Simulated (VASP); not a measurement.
# Si14PO32 (a cell with a defect) in VASP: single point with PBE

Aim: the single point of Si14PO32 (a cell with a defect) with PBE.

Program: VASP 6.6.1. These are calculated values, not measurements. Logs are shortened: lines on timing, memory, paths and dates and some standing lists are left out, and cuts for length are marked.

**1. The cell of the first run**

The cell holds a defect, 47 atoms: a = 8.753 Å, b = 8.753 Å, c = 7.140 Å, α = 89.64°, β = 89.64°, γ = 89.93°.

**2. Single point, PBE, collinear spin**

INCAR

```
SYSTEM = Si14PO32
ALGO = Normal ; EDIFF = 1E-6
ENCUT = 520 ; GGA = PE
GGA_COMPAT = .False. ; ISIF = 2
ISMEAR = 0 ; ISPIN = 2
LASPH = .True. ; LCHARG = .False.
LORBIT = 11 ; LREAL = Auto
LWAVE = .False. ; MAGMOM = 0 0 0 0 0 0 0 0 0 0 0 0 0 0 0 0.9 0 0 0 0.09 0 0 0.06 0 0 0 0 0.06 0 0 0 0 0 0 0 0 0 0.96 -0.07 0 0.07 0.38 0 0 -0.34 0 0
NBANDS = 160 ; NELECT = 251.0
NELM = 200 ; PREC = Accurate
SIGMA = 0.05
```

KPOINTS

```
k-points
0
Gamma
  1 1 2
  0 0 0
```

POSCAR

```
Si14PO32
1.0
    0.0543100000      6.1855000000      6.1923340000
    0.0543100000     -6.1855000000      6.1923340000
    7.1400000000      0.0000000000      0.0000000000
Si O P
14 32 1
Direct
    0.2077673606      0.8961223844      0.6149594885
    0.3505014356      0.1026357821      0.0818879717
    0.3072948961      0.6091288627      0.8599837571
    0.1410588644      0.4206603517      0.4048280153
    0.3774877187      0.1793504622      0.4962323695
    0.5694112410      0.3819403818      0.7503176601
    0.1223540303      0.3358389547      0.9853278066
    0.9488686915      0.0958222118      0.7776723861
    0.6618969449      0.3859367153      0.1600011420
    0.8504391076      0.5683199580      0.5995281786
    0.8029849614      0.1070300669      0.3861592554
    0.0662888899      0.9157338822      0.2327118128
    0.6380481504      0.8036158490      0.4894400880
    0.4116677500      0.6205629081      0.2697192651
    0.7301427399      0.2555413334      0.2902481090
    0.5044585575      0.0185419784     -0.0092925993
   -0.0023326865      0.7848413496      0.0872784250
    0.4777643900      0.7577829819      0.3956263897
    0.6005068766      0.3162958993      0.9636455800
    0.4178363804      0.1825642117      0.2699455524
    0.8738426314      0.1534922959      0.5858149076
    0.0856679530      0.3510825517      0.2068581345
    0.3513427365      0.0030627268      0.5561403696
    0.2217002952      0.9759361695      0.1333473899
    0.1569513293      0.5018290272      0.8930286609
    0.2555917083      0.5617884588      0.3666187791
    0.2789203918      0.2342245710      0.9478867083
    0.1027880452      1.0005326091      0.7507922486
    0.2229427843      0.2824443605      0.5224618241
    0.4433655637      0.5164839858      0.7528744497
    0.2625483810      0.7491546376      0.7275635027
   -0.0015143711      0.4834115039      0.5234802755
    0.5177084437      0.2440479474      0.6164953796
    0.9744833163      0.2454310165      0.9034988029
    0.1057876117      0.8445277298      0.4355794641
    0.8983249269      0.6920070868      0.7688631748
    0.3728295345      0.6738237953      0.0573454142
    0.6340297892      0.8053144064      0.7270921872
    0.8099371859      0.4985313173      0.0877036520
    0.7337506199      0.4437561166      0.6812780965
    0.6788463866      0.9736780089      0.4187943137
    0.8318713063     -0.0333536553      0.8782616956
    0.7692874722      0.6768175021      0.4416330587
    0.5361802733      0.4826723920      0.2717869904
    0.7211035720      0.7375898706      0.0566317030
    0.9425693799      0.0511680380      0.2512049189
    0.7770829226      0.7985922590     -0.1369539102
```

Potentials or basis: VASP PAW PBE potentials, release 64 (Si, O, P).

The run is started by

```console
$ cat potpaw_PBE.64/Si/POTCAR potpaw_PBE.64/O/POTCAR potpaw_PBE.64/P/POTCAR > POTCAR
$ mpirun -np 1 vasp_std > vasp.out
```

OUTCAR:

```text
SYSTEM = Si14PO32
   EDIFF = 1E-6
   ENCUT = 520
   GGA = PE
   ISIF = 2
   ISMEAR = 0
   ISPIN = 2
   LASPH = .True.
   LORBIT = 11
   LREAL = Auto
   NELECT = 251.0
   NELM = 200
   PREC = Accurate

 ion  position               nearest neighbor table
   1  0.208  0.896  0.615-  31 1.59  28 1.62  23 1.62  35 1.63   5 3.01  12 3.01   8 3.09
   2  0.351  0.103  0.082-  27 1.62  24 1.62  20 1.63  16 1.67   7 2.94   5 3.05
   3  0.307  0.609  0.860-  31 1.59  30 1.63  37 1.63  25 1.63   7 3.02  14 3.07   6 3.13
   4  0.141  0.421  0.405-  32 1.60  26 1.61  22 1.62  29 1.64   5 3.03  14 3.09   7 3.10
   5  0.377  0.179  0.496-  33 1.61  23 1.61  29 1.64  20 1.65   1 3.01   4 3.03   2 3.05   6 3.06
[... 36 lines left out ...]
  37  0.373  0.674  0.057-  14 1.62   3 1.63
  38  0.634  0.805  0.727-  47 1.59  13 1.70
  39  0.810  0.499  0.088-   9 1.70
  40  0.734  0.444  0.681-  10 1.60   6 1.61
  41  0.679  0.974  0.419-  13 1.61  11 1.61
  42  0.832  0.967  0.878-  47 1.55   8 1.68
  43  0.769  0.677  0.442-  13 1.63  10 1.63
  44  0.536  0.483  0.272-   9 1.60  14 1.63
  45  0.721  0.738  0.057-  47 1.56
  46  0.943  0.051  0.251-  12 1.61  11 1.63
  47  0.777  0.799  0.863-  42 1.55  45 1.56  36 1.56  38 1.59  10 2.84  13 2.94

  LATTYP: Found a base centered monoclinic cell.
 ALAT       =    12.3851443179
 B/A-ratio  =     0.9988579610
 C/A-ratio  =     0.5764971176
 COS(beta)  =    -0.0087701844

  Lattice vectors:

 A1 = (  -0.0543100000,  -6.1855000000,  -6.1923340000)
 A2 = (  -0.0543100000,   6.1855000000,  -6.1923340000)
 A3 = (   7.1400000000,   0.0000000000,   0.0000000000)

Analysis of symmetry for initial positions (statically):
=====================================================================
 Subroutine PRICEL returns:
 Original cell was already a primitive cell.

 Routine SETGRP: Setting up the symmetry group for a
 base centered monoclinic supercell.

 Subroutine GETGRP returns: Found  1 space group operations
 (whereof  1 operations were pure point group operations)
 out of a pool of  4 trial point group operations.

The static configuration has the point symmetry C_1 .

Analysis of symmetry for dynamics (positions and initial velocities):
=====================================================================
 Subroutine PRICEL returns:
 Original cell was already a primitive cell.

 Routine SETGRP: Setting up the symmetry group for a
 base centered monoclinic supercell.

 Subroutine GETGRP returns: Found  1 space group operations
 (whereof  1 operations were pure point group operations)
 out of a pool of  4 trial point group operations.

The dynamic configuration has the point symmetry C_1 .

Analysis of structural, dynamic, and magnetic symmetry:
=====================================================================
 Subroutine PRICEL returns:
 Original cell was already a primitive cell.

 Routine SETGRP: Setting up the symmetry group for a
 base centered monoclinic supercell.

 Subroutine GETGRP returns: Found  1 space group operations
 (whereof  1 operations were pure point group operations)
 out of a pool of  4 trial point group operations.

The overall configuration has the point symmetry C_1 .

 Subroutine INISYM returns: Found  1 space group operations
 (whereof  1 operations are pure point group operations),
 and found     1 'primitive' translations

----------------------------------------------------------------------------------------

                                     Primitive cell

  volume of cell :     546.9623

  direct lattice vectors                    reciprocal lattice vectors
     0.054310000  6.185500000  6.192334000     0.000000000  0.080834209  0.080744999
     0.054310000 -6.185500000  6.192334000     0.000000000 -0.080834209  0.080744999
     7.140000000  0.000000000  0.000000000     0.140056022  0.000000000 -0.001228364

  length of vectors
     8.752620190  8.752620190  7.140000000     0.114253771  0.114253771  0.140061409

  position of ions in fractional coordinates (direct lattice)
[... 130 lines left out ...]
   total plane-waves  NPLWV = 264600
   dimension x,y,z NGX =    70 NGY =   70 NGZ =   54
   dimension x,y,z NGXF=   140 NGYF=  140 NGZF=  108
   ions per type =              14  32   1
   NGX,Y,Z   is equivalent  to a cutoff of  13.30, 13.30, 12.57 a.u.
   NGXF,Y,Z  is equivalent  to a cutoff of  26.59, 26.59, 25.15 a.u.
 SYSTEM =  Si14PO32
   PREC   = accura    normal or accurate (medium, high low for compatibility)
   ISTART =      0    job   : 0-new  1-cont  2-samecut
   ICHARG =      2    charge: 1-file 2-atom 10-const
   ISPIN  =      2    spin polarized calculation?
   LNONCOLLINEAR =      F non collinear calculations
   LSORBIT =      F    spin-orbit coupling
   LASPH  =      T    aspherical Exc in radial PAW
   ENCUT  =  520.0 eV  38.22 Ry    6.18 a.u.  16.27 16.27 13.28*2*pi/ulx,y,z
   NELM   =    200;   NELMIN=  2; NELMDL= -5     # of ELM steps
   EDIFF  = 0.1E-05   stopping-criterion for ELM
   LREAL  =      T    real-space projection
   EDIFFG = 0.1E-04   stopping-criterion for IOM
   NSW    =      0    number of steps for IOM
   IBRION =     -1    ionic relax: 0-MD 1-quasi-New 2-CG
   NFREE  =      0    steps in history (QN), initial steepest desc. (CG)
   ISIF   =      2    stress and relaxation
   ISYM   =      2    0-nonsym 1-usesym 2-fastsym
   POTIM  = 0.5000    time-step for ionic-motion
   TEBEG  =    0.0;   TEEND  =   0.0 temperature during run
   PSTRESS=    0.0 pullay stress
   NELECT =     251.0000    total number of electrons
   NUPDOWN=      -1.0000    fix difference up-down
   EMIN   =  10.00;   EMAX   =-10.00  energy-range for DOS
   EFERMI =   0.00;   METHOD = LEGACY
   ISMEAR =     0;   SIGMA  =   0.05  broadening in eV -4-tet -1-fermi 0-gaus
   EFERMI_NEDOS =   21; number of points for ismear=-14 and -15
   IALGO  =     38    algorithm
   IMIX   =      4    mixing-type and parameters
     AMIX     =   0.40;   BMIX     =  1.00
     AMIX_MAG =   1.60;   BMIX_MAG =  1.00
  volume/ion in A,a.u.               =      11.64        78.53
  Fermi-wavevector in a.u.,A,eV,Ry     =   1.262739  2.386231 21.694624  1.594510
  Thomas-Fermi vector in A             =   2.396132
   LORBIT       =     11    0 simple, 1 ext, 2 COOP (PROOUT), +10 PAW based schemes
   GGA     = PE    functional components
   LHFCALC =     F    Hartree Fock is set to
   AEXX    =    0.0000 exact exchange contribution
   IVDW    =     0    specifies the selected vdW correction
   LEPSILON=     F    determine dielectric tensor
   LRPA    =     F    only Hartree local field effects (RPA)
 spin polarized calculation
 Gauss-broadening in eV      SIGMA  =   0.05
  energy-cutoff  :      520.00
  volume of cell :      546.96
 maximum number of plane-waves:     14736
 NGX is ok and might be reduce to    70
   NGX = 33   NGY = 33   NGZ = 27

 number of electron     251.0000012 magnetization      -0.0796256

 number of electron     251.0000012 magnetization       0.3831541

 Free energy of the ion-electron system (eV)
  ---------------------------------------------------
  ext. energy  EPLUGINS =         0.00000000
  ---------------------------------------------------
  free energy    TOTEN  =      -359.77234373 eV

  energy without entropy =     -359.75107307  energy(sigma->0) =     -359.76170840

 E-fermi :   1.7197     XC(G=0):  -9.6646

 val. band max:        1.7192402350   @ k =   0.0000   0.0000   0.0000
 cond. band min:       1.7646039822   @ k =  -0.0000  -0.0000   0.5000
 fundamental gap:      0.0453637472
 Fermi energy:         1.7196500212

 spin component 1

 k-point     1 :       0.0000    0.0000    0.0000
  band No.  band energies     occupation
      1     -19.2047      1.00000
      2     -17.7218      1.00000
      3     -17.5783      1.00000
      4     -17.2110      1.00000
      5     -17.1940      1.00000
      6     -17.0370      1.00000
[... 269 lines left out ...]
    136      10.3899      0.00000
    137      10.5015      0.00000
 Fermi energy:         1.7196500212

 spin component 2

 k-point     1 :       0.0000    0.0000    0.0000
  band No.  band energies     occupation
      1     -19.1134      1.00000
      2     -17.7277      1.00000
      3     -17.5494      1.00000
      4     -17.2111      1.00000
      5     -17.1400      1.00000
      6     -17.0527      1.00000
[... 269 lines left out ...]
    136      10.4086      0.00000
    137      10.4739      0.00000
 [bands above 137 left out]

------------------------ aborting loop because EDIFF is reached ----------------------------------------

  FORCE on cell =-STRESS in cart. coord.  units (eV):
  Direction    XX          YY          ZZ          XY          YZ          ZX
  --------------------------------------------------------------------------------------
  -------------------------------------------------------------------------------------
  Total        1.3089245     -0.9140823     -2.4641403     -0.0956882      0.8101360      1.1311084
  in kB        3.8341385     -2.6775555     -7.2180290     -0.2802927      2.3730732      3.3132744
  external PRESSURE =      -2.0204820 kB  Pullay stress =       0.0000000 kB

 VOLUME and BASIS-vectors are now :
 -----------------------------------------------------------------------------
  energy-cutoff  :      520.00
  volume of cell :      546.96
      direct lattice vectors                 reciprocal lattice vectors
     0.054310000  6.185500000  6.192334000     0.000000000  0.080834209  0.080744999
     0.054310000 -6.185500000  6.192334000     0.000000000 -0.080834209  0.080744999
     7.140000000  0.000000000  0.000000000     0.140056022  0.000000000 -0.001228364

 POSITION                                       TOTAL-FORCE (eV/Angst)
 -----------------------------------------------------------------------------------
      4.45076     -4.25782      6.83565         0.255861      0.094216     -0.055507
      0.60929      1.53317      2.80598         0.221645      0.069200      0.051722
      6.19006     -1.86699      5.67480        -0.115411      0.141491      0.088629
      2.92098     -1.72947      3.47835         0.004529     -0.068942     -0.086851
      3.57334      1.22558      3.44813        -0.019180     -0.009052     -0.018249
      5.40894      1.15960      5.89109         0.091203      0.158130      0.086793
[... 39 lines left out ...]
      1.84757      5.51376      6.15355        -0.106398      0.085728     -0.132570
      6.24772     -0.13305      9.75711        -0.312559     -0.437868     -0.355205
 -----------------------------------------------------------------------------------
    total drift:                                0.014891     -0.009946      0.005807

  FREE ENERGIE OF THE ION-ELECTRON SYSTEM (eV)
  ---------------------------------------------------
  free  energy   TOTEN  =      -359.7723437336 eV

  energy  without entropy=     -359.7510730716  energy(sigma->0) =     -359.76170840

 total charge

# of ion       s       p       d       tot
------------------------------------------
    1        0.640   0.997   0.000   1.637
    2        0.651   0.983   0.000   1.634
    3        0.633   0.980   0.000   1.613
    4        0.637   0.989   0.000   1.626
    5        0.641   0.980   0.000   1.622
    6        0.637   0.984   0.000   1.621
[... 39 lines left out ...]
   46        1.556   3.666   0.000   5.223
   47        0.897   1.445   0.000   2.342
--------------------------------------------------
tot         59.763 131.161   0.000 190.925

 magnetization (x)

# of ion       s       p       d       tot
------------------------------------------
    1       -0.000  -0.000   0.000  -0.000
    2        0.005   0.010   0.000   0.015
    3        0.000   0.001   0.000   0.001
    4        0.000   0.001   0.000   0.002
    5        0.001   0.001   0.000   0.001
    6        0.000   0.001   0.000   0.001
[... 39 lines left out ...]
   46        0.001   0.062   0.000   0.062
   47       -0.002  -0.004   0.000  -0.006
--------------------------------------------------
tot          0.011   0.337   0.000   0.347
```

Run time: 1.6 h. Hardware: 1 thread of Intel Xeon 8259CL, shared host; peak memory 0.94 GiB.

What came out:

| Property | Result |
| --- | --- |
| Free energy | -359.7723 eV |
| Largest force | 0.670 eV/Å |
| Net moment | 0.38 μB per cell |
| Site moments | Si -0.00, +0.01, +0.00, -0.01 (each value once); O +0.04, -0.82, +0.80, -0.00, -0.12, -0.08, +0.03, -0.01, -0.02, -0.04, +0.01, +0.00, +0.02, +0.08, +0.05, +0.40, +0.06 (each value once); P -0.01 μB |
| Valence electrons inside the program's atomic spheres | Si 1.64, 1.63, 1.61, 1.62, 1.65, 1.60 (each value once); O 5.27, 4.83, 4.86, 5.24, 5.19, 5.25, 5.23, 5.22, 5.21, 5.26, 5.28, 5.20, 5.18, 4.80, 4.94 (each value once); P 2.34 |

Forces in eV/Å, atoms in the order of the input:
```
Si   0.256  0.094 -0.056
Si   0.222  0.069  0.052
Si  -0.115  0.141  0.089
Si   0.005 -0.069 -0.087
Si  -0.019 -0.009 -0.018
Si   0.091  0.158  0.087
Si  -0.053 -0.010 -0.112
Si  -0.079 -0.159 -0.150
Si  -0.386  0.015  0.547
Si  -0.291  0.165  0.038
Si  -0.068  0.045  0.102
Si   0.025  0.123  0.083
Si  -0.066 -0.121 -0.006
Si  -0.042  0.129  0.006
O    0.121  0.151  0.069
O   -0.125  0.058  0.025
O    0.158  0.207 -0.191
O    0.096 -0.021  0.040
O   -0.094  0.099 -0.271
O    0.090  0.016 -0.096
O    0.001 -0.027 -0.053
O    0.053  0.004  0.026
O    0.098 -0.073  0.001
O    0.014 -0.005 -0.001
O   -0.021  0.032 -0.008
O    0.118  0.126  0.045
O    0.088 -0.130 -0.102
O    0.023  0.100  0.050
O    0.064  0.000  0.032
O    0.027 -0.087 -0.071
O    0.013 -0.048  0.028
O    0.024  0.019  0.057
O   -0.024  0.072  0.062
O    0.052  0.008  0.084
O    0.060 -0.039 -0.084
O    0.015 -0.360  0.023
O    0.059 -0.070 -0.012
O    0.068  0.189  0.123
O    0.133 -0.406 -0.025
O   -0.088 -0.239 -0.012
O   -0.181  0.018 -0.055
O    0.115 -0.111 -0.006
O    0.011  0.085  0.166
O    0.027 -0.062 -0.082
O   -0.056  0.274  0.151
O   -0.106  0.086 -0.133
P   -0.313 -0.438 -0.355
```

Caveat: the k points lie up to 0.72 Å⁻¹ apart; the cell carries a net charge on a neutralising background, which shifts energy and pressure; the cell is charged against a uniform background, so pressure and absolute levels hang on convention.
